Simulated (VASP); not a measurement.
# NbAl2 (I4/mmm) in VASP: single point with PBE

Aim: the single point of NbAl2 with PBE.

Everything below comes from runs of VASP 6.6.1. Logs are shortened: lines on timing, memory, paths and dates and some standing lists are left out, and cuts for length are marked.

## (1) The cell of the first run

Symmetry: I4/mmm, No. 139, tetragonal system. Conventional cell: a = 3.128 Å, b = 3.128 Å, c = 10.139 Å, α = 90.00°, β = 90.00°, γ = 90.00°. Al (site symmetry 4mm) has 9 Al at 2.72 to 3.49 Å and 5 Nb at 2.82 to 3.33 Å within 3.6 Å. Nb (site symmetry 4/mmm) has 10 Al at 2.82 to 3.33 Å and 4 Nb at 3.13 Å within 3.7 Å.

## (2) Single point, PBE

The input, INCAR:

```
SYSTEM = NbAl2
PREC = Accurate
ENCUT = 520
EDIFF = 1E-6
ISMEAR = 0
SIGMA = 0.1
LREAL = .FALSE.
LASPH = .TRUE.
NELM = 80
ALGO = Fast
ISIF = 2
LWAVE = .FALSE.
LCHARG = .TRUE.
GGA = PE
LELF = .TRUE.
LVHAR = .TRUE.
NBANDS = 16
```

The input, KPOINTS:

```
Automatic mesh
0
G
  20 20 20
  0 0 0
```

The input, POSCAR:

```
NbAl2
1.0
   -1.5639104285      1.5639104285      5.0692859134
    1.5639104285     -1.5639104285      5.0692859134
    1.5639104285      1.5639104285     -5.0692859134
Al Nb
2 1
Direct
    0.3279662390      0.3279662390      0.0000000000
    0.6720337610      0.6720337610      0.0000000000
    0.0000000000      0.0000000000      0.0000000000
```

Potentials or basis: VASP PAW PBE potentials, release 64 (Al, Nb_sv).

On the command line:

```console
cat potpaw_PBE.64/Al/POTCAR potpaw_PBE.64/Nb_sv/POTCAR > POTCAR
mpirun -np 1 vasp_std > vasp.out
```

OUTCAR:

```text
SYSTEM = NbAl2
   PREC = Accurate
   ENCUT = 520
   EDIFF = 1E-6
   ISMEAR = 0
   LREAL = .FALSE.
   LASPH = .TRUE.
   NELM = 80
   ISIF = 2
   GGA = PE

 ion  position               nearest neighbor table
   1  0.328  0.328  0.000-   2 2.72   2 2.72   2 2.72   2 2.72   3 2.82   3 2.82   3 2.82   3 2.82

   2  0.672  0.672  0.000-   1 2.72   1 2.72   1 2.72   1 2.72   3 2.82   3 2.82   3 2.82   3 2.82

   3  0.000  0.000  0.000-   2 2.82   2 2.82   2 2.82   1 2.82   2 2.82   1 2.82   1 2.82   1 2.82

  LATTYP: Found a body centered tetragonal cell.
 ALAT       =     3.1278208570
 C/A-ratio  =     3.2414170409

  Lattice vectors:

 A1 = (  -1.5639104285,   1.5639104285,   5.0692859134)
 A2 = (   1.5639104285,  -1.5639104285,   5.0692859134)
 A3 = (   1.5639104285,   1.5639104285,  -5.0692859134)

Analysis of symmetry for initial positions (statically):
=====================================================================
 Subroutine PRICEL returns:
 Original cell was already a primitive cell.

 Routine SETGRP: Setting up the symmetry group for a
 body centered tetragonal supercell.

 Subroutine GETGRP returns: Found 16 space group operations
 (whereof 16 operations were pure point group operations)
 out of a pool of 16 trial point group operations.

The static configuration has the point symmetry D_4h.

Analysis of symmetry for dynamics (positions and initial velocities):
=====================================================================
 Subroutine PRICEL returns:
 Original cell was already a primitive cell.

 Routine SETGRP: Setting up the symmetry group for a
 body centered tetragonal supercell.

 Subroutine GETGRP returns: Found 16 space group operations
 (whereof 16 operations were pure point group operations)
 out of a pool of 16 trial point group operations.

The dynamic configuration has the point symmetry D_4h.

 Subroutine INISYM returns: Found 16 space group operations
 (whereof 16 operations are pure point group operations),
 and found     1 'primitive' translations

----------------------------------------------------------------------------------------

                                     Primitive cell

  volume of cell :      49.5942

  direct lattice vectors                    reciprocal lattice vectors
    -1.563910429  1.563910429  5.069285913     0.000000000  0.319711405  0.098633221
     1.563910429 -1.563910429  5.069285913     0.319711405  0.000000000  0.098633221
     1.563910429  1.563910429 -5.069285913     0.319711405  0.319711405  0.000000000

  length of vectors
     5.530758658  5.530758658  5.530758658     0.334580177  0.334580177  0.452140205

  position of ions in fractional coordinates (direct lattice)
     0.327966239  0.327966239  0.000000000
     0.672033761  0.672033761  0.000000000
     0.000000000  0.000000000  0.000000000

  ion indices of the primitive-cell ions
   primitive index   ion index
                 1           1
                 2           2
                 3           3

----------------------------------------------------------------------------------------

 KPOINTS: Automatic mesh

Automatic generation of k-mesh.
 Grid dimensions read from file:
 generate k-points for:   20   20   20

 Generating k-lattice:

  Cartesian coordinates                     Fractional coordinates (reciprocal lattice)
     0.000000000  0.015985570  0.004931661     0.050000000 -0.000000000  0.000000000
     0.015985570  0.000000000  0.004931661    -0.000000000  0.050000000  0.000000000
     0.015985570  0.015985570  0.000000000     0.000000000  0.000000000  0.050000000

  Length of vectors
     0.016729009  0.016729009  0.022607010

  Shift w.r.t. Gamma in fractional coordinates (k-lattice)
     0.000000000  0.000000000  0.000000000

 Subroutine IBZKPT returns following result:
 ===========================================

 Found    641 irreducible k-points:

 Following reciprocal coordinates:
            Coordinates               Weight
  0.000000  0.000000  0.000000      1.000000
  0.050000 -0.000000  0.000000      8.000000
  0.100000 -0.000000  0.000000      8.000000
  0.150000 -0.000000  0.000000      8.000000
  0.200000 -0.000000  0.000000      8.000000
  0.250000 -0.000000  0.000000      8.000000
[... 16 lines left out ...]
 -0.400000  0.050000 -0.000000     16.000000
 -0.350000  0.050000 -0.000000     16.000000
 [... further k-points ...]
   k-points           NKPTS =    641   k-points in BZ     NKDIM =    641   number of bands    NBANDS=     16
   number of dos      NEDOS =    301   number of ions     NIONS =      3
   total plane-waves  NPLWV =  74088
   dimension x,y,z NGX =    42 NGY =   42 NGZ =   42
   dimension x,y,z NGXF=    84 NGYF=   84 NGZF=   84
   ions per type =               2   1
   NGX,Y,Z   is equivalent  to a cutoff of  12.62, 12.62, 12.62 a.u.
   NGXF,Y,Z  is equivalent  to a cutoff of  25.25, 25.25, 25.25 a.u.
 SYSTEM =  NbAl2
   PREC   = accura    normal or accurate (medium, high low for compatibility)
   ISTART =      0    job   : 0-new  1-cont  2-samecut
   ICHARG =      2    charge: 1-file 2-atom 10-const
   ISPIN  =      1    spin polarized calculation?
   LNONCOLLINEAR =      F non collinear calculations
   LSORBIT =      F    spin-orbit coupling
   LASPH  =      T    aspherical Exc in radial PAW
   ENCUT  =  520.0 eV  38.22 Ry    6.18 a.u.  10.28 10.28 10.28*2*pi/ulx,y,z
   NELM   =     80;   NELMIN=  2; NELMDL= -5     # of ELM steps
   EDIFF  = 0.1E-05   stopping-criterion for ELM
   LREAL  =      F    real-space projection
   EDIFFG = 0.1E-04   stopping-criterion for IOM
   NSW    =      0    number of steps for IOM
   IBRION =     -1    ionic relax: 0-MD 1-quasi-New 2-CG
   NFREE  =      0    steps in history (QN), initial steepest desc. (CG)
   ISIF   =      2    stress and relaxation
   ISYM   =      2    0-nonsym 1-usesym 2-fastsym
   POTIM  = 0.5000    time-step for ionic-motion
   TEBEG  =    0.0;   TEEND  =   0.0 temperature during run
   PSTRESS=    0.0 pullay stress
   NELECT =      19.0000    total number of electrons
   NUPDOWN=      -1.0000    fix difference up-down
   EMIN   =  10.00;   EMAX   =-10.00  energy-range for DOS
   EFERMI =   0.00;   METHOD = LEGACY
   ISMEAR =     0;   SIGMA  =   0.10  broadening in eV -4-tet -1-fermi 0-gaus
   EFERMI_NEDOS =   21; number of points for ismear=-14 and -15
   IALGO  =     68    algorithm
   IMIX   =      4    mixing-type and parameters
     AMIX     =   0.40;   BMIX     =  1.00
     AMIX_MAG =   1.60;   BMIX_MAG =  1.00
  volume/ion in A,a.u.               =      16.53       111.56
  Fermi-wavevector in a.u.,A,eV,Ry     =   1.189002  2.246888 19.234901  1.413725
  Thomas-Fermi vector in A             =   2.325119
   LORBIT       =      0    0 simple, 1 ext, 2 COOP (PROOUT), +10 PAW based schemes
   GGA     = PE    functional components
   LHFCALC =     F    Hartree Fock is set to
   AEXX    =    0.0000 exact exchange contribution
   IVDW    =     0    specifies the selected vdW correction
   LEPSILON=     F    determine dielectric tensor
   LRPA    =     F    only Hartree local field effects (RPA)
 non-spin polarized calculation
 RMM-DIIS sequential band-by-band and
 Gauss-broadening in eV      SIGMA  =   0.10
  energy-cutoff  :      520.00
  volume of cell :       49.59
 maximum number of plane-waves:      1360
 NGX is ok and might be reduce to    42
   NGX = 21   NGY = 21   NGZ = 21

 number of electron      19.0000000 magnetization

 Free energy of the ion-electron system (eV)
  ---------------------------------------------------
  ext. energy  EPLUGINS =         0.00000000
  ---------------------------------------------------
  free energy    TOTEN  =       -18.09001507 eV

  energy without entropy =      -18.07889087  energy(sigma->0) =      -18.08445297

 E-fermi :   9.5083     XC(G=0): -11.1444

 val. band max:        9.5050601952   @ k =  -0.3500   0.5000   0.1500
 cond. band min:       9.5099262661   @ k =  -0.4500   0.4500   0.2500
 fundamental gap:      0.0048660709
 Fermi energy:         9.5082980318

 k-point     1 :       0.0000    0.0000    0.0000
  band No.  band energies     occupation
      1     -45.4107      2.00000
      2     -21.5415      2.00000
      3     -21.2655      2.00000
      4     -21.2655      2.00000
      5      -0.6173      2.00000
      6       4.9105      2.00000
[... 8 lines left out ...]
     15      15.4312      0.00000
     16      16.4502      0.00000

 k-point     2 :       0.0500   -0.0000    0.0000
  band No.  band energies     occupation
      1     -45.4098      2.00000
      2     -21.5402      2.00000
      3     -21.2764      2.00000
      4     -21.2645      2.00000
      5      -0.5729      2.00000
      6       4.9119      2.00000
[... 8 lines left out ...]
     15      15.4159      0.00000
     16      16.3714      0.00000

 k-point     3 :       0.1000   -0.0000    0.0000
  band No.  band energies     occupation
      1     -45.4071      2.00000
      2     -21.5365      2.00000
      3     -21.3079      2.00000
      4     -21.2617      2.00000
      5      -0.4405      2.00000
      6       4.9170      2.00000
[... 8 lines left out ...]
     15      15.4022      0.00000
     16      15.8889      0.00000

 k-point     4 :       0.1500   -0.0000    0.0000
  band No.  band energies     occupation
      1     -45.4030      2.00000
      2     -21.5307      2.00000
      3     -21.3567      2.00000
      4     -21.2574      2.00000
      5      -0.2225      2.00000
      6       4.9274      2.00000
[... 8 lines left out ...]
     15      15.4237      0.00000
     16      15.6411      0.00000
[... 324 lines left out ...]
 k-point    22 :      -0.4500    0.0500   -0.0000
  band No.  band energies     occupation
      1     -45.3731      2.00000
      2     -21.6849      2.00000
      3     -21.4890      2.00000
      4     -21.2374      2.00000
      5       2.5746      2.00000
      6       3.9740      2.00000
[... 8 lines left out ...]
     15      15.9159      0.00000
     16      17.2265      0.00000

 k-point    23 :      -0.4000    0.0500   -0.0000
  band No.  band energies     occupation
      1     -45.3758      2.00000
      2     -21.6553      2.00000
      3     -21.4927      2.00000
      4     -21.2403      2.00000
      5       1.9802      2.00000
      6       4.4997      2.00000
[... 8 lines left out ...]
     15      15.6480      0.00000
     16      17.5064      0.00000

 k-point    24 :      -0.3500    0.0500   -0.0000
  band No.  band energies     occupation
      1     -45.3799      2.00000
      2     -21.6087      2.00000
      3     -21.4985      2.00000
      4     -21.2447      2.00000
      5       1.4171      2.00000
      6       4.8807      2.00000
[... 8 lines left out ...]
     15      15.3947      0.00000
     16      17.5649      0.00000

 [... further k-points ...]

------------------------ aborting loop because EDIFF is reached ----------------------------------------

  FORCE on cell =-STRESS in cart. coord.  units (eV):
  Direction    XX          YY          ZZ          XY          YZ          ZX
  --------------------------------------------------------------------------------------
  -------------------------------------------------------------------------------------
  Total       -0.0236239     -0.0236239     -0.0337570      0.0000000      0.0000000      0.0000000
  in kB       -0.7631894     -0.7631894     -1.0905446      0.0000000      0.0000000      0.0000000
  external PRESSURE =      -0.8723078 kB  Pullay stress =       0.0000000 kB

 VOLUME and BASIS-vectors are now :
 -----------------------------------------------------------------------------
  energy-cutoff  :      520.00
  volume of cell :       49.59
      direct lattice vectors                 reciprocal lattice vectors
    -1.563910429  1.563910429  5.069285913     0.000000000  0.319711405  0.098633221
     1.563910429 -1.563910429  5.069285913     0.319711405  0.000000000  0.098633221
     1.563910429  1.563910429 -5.069285913     0.319711405  0.319711405  0.000000000

 POSITION                                       TOTAL-FORCE (eV/Angst)
 -----------------------------------------------------------------------------------
      0.00000      0.00000      3.32511         0.000000      0.000000      0.007667
      0.00000      0.00000      6.81346         0.000000      0.000000     -0.007667
      0.00000      0.00000      0.00000        -0.000000     -0.000000      0.000000
 -----------------------------------------------------------------------------------
    total drift:                               -0.000000      0.000000      0.000000

  FREE ENERGIE OF THE ION-ELECTRON SYSTEM (eV)
  ---------------------------------------------------
  free  energy   TOTEN  =       -18.0900150681 eV

  energy  without entropy=      -18.0788908747  energy(sigma->0) =      -18.08445297
```

Run time: 22 min. Hardware: 1 thread of AMD EPYC 9R45 (Zen 5), shared host; peak memory 0.62 GiB.

Results:

| Property | Result |
| --- | --- |
| Free energy | -18.0900 eV |
| Pressure | -0.1 GPa |
| Largest force | 0.008 eV/Å |
| Band gap on the k mesh | zero (an odd number of electrons rules out a gap without spin polarisation) |

Forces in eV/Å, atoms in the order of the input:
```
Al   0.000  0.000  0.008
Al   0.000  0.000 -0.008
Nb   0.000  0.000  0.000
```
